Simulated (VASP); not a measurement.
# LiZnF3 (Pm-3m) in VASP: elastic constants with PBE

Aim: the elastic constants of LiZnF3 with PBE.

Program: VASP 6.6.1. These are calculated values, not measurements. Logs are shortened: lines on timing, memory, paths and dates and some standing lists are left out, and cuts for length are marked.

## (1) The cell of the first run

The structure is cubic, space group Pm-3m (No. 221). Conventional cell: a = 3.636 Å, b = 3.636 Å, c = 3.636 Å, α = 90.00°, β = 90.00°, γ = 90.00°. Li (site symmetry m-3m) has 6 F at 1.82 Å within 2.4 Å. Within 3.4 Å of Zn (site symmetry m-3m) lie 12 F at 2.57 Å and 8 Li at 3.15 Å. F (site symmetry 4/mmm) has 2 Li at 1.82 Å within 2.4 Å.

## (2) Elastic constants, PBE

Contents of INCAR:

```
PREC = Accurate
ENCUT = 600
EDIFF = 1E-8
ISMEAR = 0
SIGMA = 0.01
LREAL = False
LASPH = True
NELM = 100
ALGO = Normal
ISIF = 3
LWAVE = False
LCHARG = True
GGA = PE
IBRION = 6
NFREE = 2
POTIM = 0.015
NSW = 1
```

Contents of KPOINTS:

```
Automatic mesh
0
Gamma
  8 8 8
```

Contents of POSCAR:

```
LiZnF3
1.0
    3.6359599618      0.0000000000      0.0000000000
    0.0000000000      3.6359599618      0.0000000000
    0.0000000000      0.0000000000      3.6359599618
Li Zn F
1 1 3
Direct
    0.5000000000      0.5000000000      0.5000000000
    0.0000000000      0.0000000000      0.0000000000
    0.0000000000      0.5000000000      0.5000000000
    0.5000000000      0.5000000000      0.0000000000
    0.5000000000      0.0000000000      0.5000000000
```

Potentials or basis: VASP PAW PBE potentials, release 64 (Li_sv, Zn, F).

Started as:

```
$ cat potpaw_PBE.64/Li_sv/POTCAR potpaw_PBE.64/Zn/POTCAR potpaw_PBE.64/F/POTCAR > POTCAR
$ mpirun -np 1 vasp_std > vasp.out
```

OUTCAR:

```text
PREC = Accurate
   ENCUT = 600
   EDIFF = 1E-8
   ISMEAR = 0
   LREAL = False
   LASPH = True
   NELM = 100
   ISIF = 3
   GGA = PE
   IBRION = 6
   NFREE = 2
   POTIM = 0.015
   NSW = 1

 ion  position               nearest neighbor table
   1  0.500  0.500  0.500-   3 1.82   4 1.82   5 1.82   4 1.82   5 1.82   3 1.82
   2  0.000  0.000  0.000-
   3  0.000  0.500  0.500-   1 1.82   1 1.82
   4  0.500  0.500  0.000-   1 1.82   1 1.82
   5  0.500  0.000  0.500-   1 1.82   1 1.82

  LATTYP: Found a simple cubic cell.
 ALAT       =     3.6359599618

  Lattice vectors:

 A1 = (   3.6359599618,   0.0000000000,   0.0000000000)
 A2 = (   0.0000000000,   3.6359599618,   0.0000000000)
 A3 = (   0.0000000000,   0.0000000000,   3.6359599618)

Analysis of symmetry for initial positions (statically):
=====================================================================
 Subroutine PRICEL returns:
 Original cell was already a primitive cell.

 Routine SETGRP: Setting up the symmetry group for a
 simple cubic supercell.

 Subroutine GETGRP returns: Found 48 space group operations
 (whereof 48 operations were pure point group operations)
 out of a pool of 48 trial point group operations.

The static configuration has the point symmetry O_h .

Analysis of symmetry for dynamics (positions and initial velocities):
=====================================================================
 Subroutine PRICEL returns:
 Original cell was already a primitive cell.

 Routine SETGRP: Setting up the symmetry group for a
 simple cubic supercell.

 Subroutine GETGRP returns: Found 48 space group operations
 (whereof 48 operations were pure point group operations)
 out of a pool of 48 trial point group operations.

The dynamic configuration has the point symmetry O_h .

 Subroutine INISYM returns: Found 48 space group operations
 (whereof 48 operations are pure point group operations),
 and found     1 'primitive' translations

----------------------------------------------------------------------------------------

                                     Primitive cell

  volume of cell :      48.0681

  direct lattice vectors                    reciprocal lattice vectors
     3.635959962  0.000000000  0.000000000     0.275030531  0.000000000  0.000000000
     0.000000000  3.635959962  0.000000000     0.000000000  0.275030531  0.000000000
     0.000000000  0.000000000  3.635959962     0.000000000  0.000000000  0.275030531

  length of vectors
     3.635959962  3.635959962  3.635959962     0.275030531  0.275030531  0.275030531

  position of ions in fractional coordinates (direct lattice)
     0.500000000  0.500000000  0.500000000
     0.000000000  0.000000000  0.000000000
     0.000000000  0.500000000  0.500000000
     0.500000000  0.500000000  0.000000000
     0.500000000  0.000000000  0.500000000

  ion indices of the primitive-cell ions
   primitive index   ion index
                 1           1
                 2           2
                 3           3
                 4           4
                 5           5

----------------------------------------------------------------------------------------

 KPOINTS: Automatic mesh

Automatic generation of k-mesh.
 Grid dimensions read from file:
 generate k-points for:    8    8    8

 Generating k-lattice:

  Cartesian coordinates                     Fractional coordinates (reciprocal lattice)
     0.034378816  0.000000000  0.000000000     0.125000000  0.000000000  0.000000000
     0.000000000  0.034378816  0.000000000     0.000000000  0.125000000  0.000000000
     0.000000000  0.000000000  0.034378816     0.000000000  0.000000000  0.125000000

  Length of vectors
     0.034378816  0.034378816  0.034378816

  Shift w.r.t. Gamma in fractional coordinates (k-lattice)
     0.000000000  0.000000000  0.000000000

[... 59 lines left out ...]
   TEBEG  =    0.0;   TEEND  =   0.0 temperature during run
   PSTRESS=    0.0 pullay stress
   NELECT =      36.0000    total number of electrons
   NUPDOWN=      -1.0000    fix difference up-down
   EMIN   =  10.00;   EMAX   =-10.00  energy-range for DOS
   EFERMI =   0.00;   METHOD = LEGACY
   ISMEAR =     0;   SIGMA  =   0.01  broadening in eV -4-tet -1-fermi 0-gaus
   EFERMI_NEDOS =   21; number of points for ismear=-14 and -15
   IALGO  =     38    algorithm
   IMIX   =      4    mixing-type and parameters
     AMIX     =   0.40;   BMIX     =  1.00
     AMIX_MAG =   1.60;   BMIX_MAG =  1.00
  volume/ion in A,a.u.               =       9.61        64.88
  Fermi-wavevector in a.u.,A,eV,Ry     =   1.486700  2.809455 30.072629  2.210276
  Thomas-Fermi vector in A             =   2.599953
   LORBIT       =      0    0 simple, 1 ext, 2 COOP (PROOUT), +10 PAW based schemes
   GGA     = PE    functional components
   LHFCALC =     F    Hartree Fock is set to
   AEXX    =    0.0000 exact exchange contribution
   IVDW    =     0    specifies the selected vdW correction
   LEPSILON=     F    determine dielectric tensor
   LRPA    =     F    only Hartree local field effects (RPA)
 finite differences with symmetry
 non-spin polarized calculation
 Gauss-broadening in eV      SIGMA  =   0.01
  energy-cutoff  :      600.00
  volume of cell :       48.07
 maximum number of plane-waves:      1628
 NGX is ok and might be reduce to    30
   NGX = 15   NGY = 15   NGZ = 15

--------------------------------------- Ionic step        1  -------------------------------------------

 number of electron      35.9999934 magnetization

 Free energy of the ion-electron system (eV)
  ---------------------------------------------------
  ext. energy  EPLUGINS =         0.00000000
  ---------------------------------------------------
  free energy    TOTEN  =       -18.68348837 eV

  energy without entropy =      -18.68348837  energy(sigma->0) =      -18.68348837

------------------------ aborting loop because EDIFF is reached ----------------------------------------

  FORCE on cell =-STRESS in cart. coord.  units (eV):
  Direction    XX          YY          ZZ          XY          YZ          ZX
  --------------------------------------------------------------------------------------
  -------------------------------------------------------------------------------------
  Total       -0.0934361     -0.0934361     -0.0934361      0.0000000     -0.0000000     -0.0000000
  in kB       -3.1143529     -3.1143529     -3.1143529      0.0000000     -0.0000000     -0.0000000
  external PRESSURE =      -3.1143529 kB  Pullay stress =       0.0000000 kB
[... 98 lines left out ...]
  FREE ENERGIE OF THE ION-ELECTRON SYSTEM (eV)
  ---------------------------------------------------
  free  energy   TOTEN  =       -18.6786514985 eV

  energy  without entropy=      -18.6786514985  energy(sigma->0) =      -18.67865150

[... ionic steps 4 to 18 ...]

--------------------------------------- Ionic step       19  -------------------------------------------

 number of electron      35.9999941 magnetization

------------------------ aborting loop because EDIFF is reached ----------------------------------------
[... 73 lines left out ...]
--------------------------------------- Ionic step       21  -------------------------------------------

 number of electron      35.9999940 magnetization

 Free energy of the ion-electron system (eV)
  ---------------------------------------------------
  ext. energy  EPLUGINS =         0.00000000
  ---------------------------------------------------
  free energy    TOTEN  =       -18.68354292 eV

  energy without entropy =      -18.68354292  energy(sigma->0) =      -18.68354292

 E-fermi :  -0.4329     XC(G=0): -10.7750

 val. band max:       -0.5011154946   @ k =   0.5000   0.5000   0.0000
 cond. band min:       0.4119586599   @ k =   0.0000   0.0000   0.0000
 fundamental gap:      0.9130741546
 Fermi energy:        -0.4329114052

 k-point     1 :       0.0000    0.0000    0.0000
  band No.  band energies     occupation
      1     -40.4688      2.00000
      2     -21.2685      2.00000
      3     -20.0657      2.00000
      4     -20.0652      2.00000
      5      -5.2133      2.00000
      6      -5.2132      2.00000
[... 589 lines left out ...]
     21       8.8776      0.00000
     22      10.3857      0.00000

 [... further k-points ...]
[... 5 lines left out ...]
  --------------------------------------------------------------------------------------
  -------------------------------------------------------------------------------------
  Total       -0.0919531     -0.0909177     -0.0939361      0.0000000      0.0000000      0.0000000
  in kB       -3.0649251     -3.0304119     -3.1310188      0.0000000      0.0000000      0.0000000
  external PRESSURE =      -3.0754519 kB  Pullay stress =       0.0000000 kB
[... 20 lines left out ...]
  FREE ENERGIE OF THE ION-ELECTRON SYSTEM (eV)
  ---------------------------------------------------
  free  energy   TOTEN  =       -18.6835429192 eV

  energy  without entropy=      -18.6835429192  energy(sigma->0) =      -18.68354292

 INTERNAL STRAIN TENSORS FROM STRAINED CELLS
 ============================================

 INTERNAL STRAIN TENSOR FOR ION    1 for displacements in x,y,z  (eV/Angst):
          X           Y           Z          XY          YZ          ZX
  --------------------------------------------------------------------------------
  x     0.00000     0.00000     0.00000     0.00000     0.00000    -0.00000
  y     0.00000     0.00000     0.00000     0.00000     0.00000     0.00000
  z     0.00000     0.00000     0.00000     0.00000     0.00000     0.00000

 INTERNAL STRAIN TENSORS FROM DISPLACED ATOMS
 ============================================

 INTERNAL STRAIN TENSOR FOR ION    1 for displacements in x,y,z  (eV/Angst):
          X           Y           Z          XY          YZ          ZX
  --------------------------------------------------------------------------------
  x     0.00000     0.00000     0.00000     0.00000     0.00000     0.00000
  y     0.00000     0.00000     0.00000     0.00000     0.00000     0.00000
  z     0.00000     0.00000     0.00000     0.00000     0.00000     0.00000

 INTERNAL STRAIN TENSOR FOR ION    5 for displacements in x,y,z  (eV/Angst):
          X           Y           Z          XY          YZ          ZX
  --------------------------------------------------------------------------------
  x     0.00000     0.00000     0.00000     0.00000     0.00000     0.00000
  y     0.00000     0.00000     0.00000     0.00000     0.00000     0.00000
  z     0.00000     0.00000     0.00000     0.00000     0.00000     0.00000

 Eigenvectors and eigenvalues of the dynamical matrix
 ----------------------------------------------------

   1 f  =   19.678407 THz   123.643076 2PiTHz  656.400995 cm-1    81.383314 meV
             X         Y         Z           dx          dy          dz
      1.817980  1.817980  1.817980    -0.153559    0.793131    0.000000
      0.000000  0.000000  0.000000     0.002469   -0.012755    0.000000
      0.000000  1.817980  1.817980     0.110813    0.059434    0.000000
      1.817980  1.817980  0.000000    -0.011507    0.059434   -0.000000
      1.817980  0.000000  1.817980    -0.011507   -0.572350    0.000000
[... 105 lines left out ...]
  15 f/i=    5.755008 THz    36.159784 2PiTHz  191.966418 cm-1    23.800792 meV
             X         Y         Z           dx          dy          dz
      1.817980  1.817980  1.817980     0.002216   -0.000825    0.110479
      0.000000  0.000000  0.000000    -0.013729    0.005111   -0.684512
      0.000000  1.817980  1.817980     0.005347   -0.003533    0.473127
      1.817980  1.817980  0.000000     0.009489   -0.003533    0.266612
      1.817980  0.000000  1.817980     0.009489   -0.001991    0.473127

--------------------------------------------------------------------------------------------------------

 ELASTIC MODULI CONTR FROM IONIC RELAXATION (kBar)
 Direction    XX          YY          ZZ          XY          YZ          ZX
 --------------------------------------------------------------------------------
 XX           0.0000      0.0000      0.0000      0.0000      0.0000      0.0000
 YY           0.0000      0.0000      0.0000      0.0000      0.0000      0.0000
 ZZ           0.0000      0.0000      0.0000      0.0000      0.0000      0.0000
 XY           0.0000      0.0000      0.0000      0.0000      0.0000      0.0000
 YZ           0.0000      0.0000      0.0000      0.0000      0.0000      0.0000
 ZX           0.0000      0.0000      0.0000      0.0000      0.0000      0.0000
 --------------------------------------------------------------------------------

 TOTAL ELASTIC MODULI (kBar)
 Direction    XX          YY          ZZ          XY          YZ          ZX
 --------------------------------------------------------------------------------
 XX        1772.9584    428.4324    428.4324     -0.0000     -0.0000      0.0000
 YY         428.4324   1772.9584    428.4324     -0.0000      0.0000      0.0000
 ZZ         428.4324    428.4324   1772.9584      0.0000     -0.0000     -0.0000
 XY          -0.0000     -0.0000      0.0000    236.2306      0.0000      0.0000
 YZ          -0.0000      0.0000     -0.0000      0.0000    236.2306      0.0000
 ZX           0.0000      0.0000     -0.0000      0.0000      0.0000    236.2306
 --------------------------------------------------------------------------------
```

Run time: 12 min. Hardware: 1 thread of Intel Xeon 6975P-C (Granite Rapids), shared host; peak memory 0.44 GiB.

What came out:

```yaml
Elastic_constants_C11_C12_C44: 177, 43, 24 GPa
Voigt_bulk_modulus: 88 GPa
Highest_phonon_frequency_at_Γ_LO-TO_splitting_left_out: 656 cm⁻¹
Most_unstable_mode: 192i cm⁻¹
```

Phonon frequencies in cm⁻¹ (negative: imaginary):
```
              q point                                                     frequencies
(0.000, 0.000, 0.000)  -192 -192 -192 -178 -178 -178 -2 -2 -2 356 356 356 656 656 656
```

Elastic tensor in Voigt notation (GPa, in the Cartesian axes of the cell as first typed):
```
177  43  43   0   0   0
 43 177  43   0   0   0
 43  43 177   0   0   0
  0   0   0  24   0   0
  0   0   0   0  24   0
  0   0   0   0   0  24
```

Clamped-ion elastic tensor (GPa):
```
177  43  43   0   0   0
 43 177  43   0   0   0
 43  43 177   0   0   0
  0   0   0  24   0   0
  0   0   0   0  24   0
  0   0   0   0   0  24
```

Caveat: the cutoff is under 1.25 times the usual one of these potentials, so pressure, stress and relaxed cells hold a basis-set (Pulay) error; some modes are imaginary.
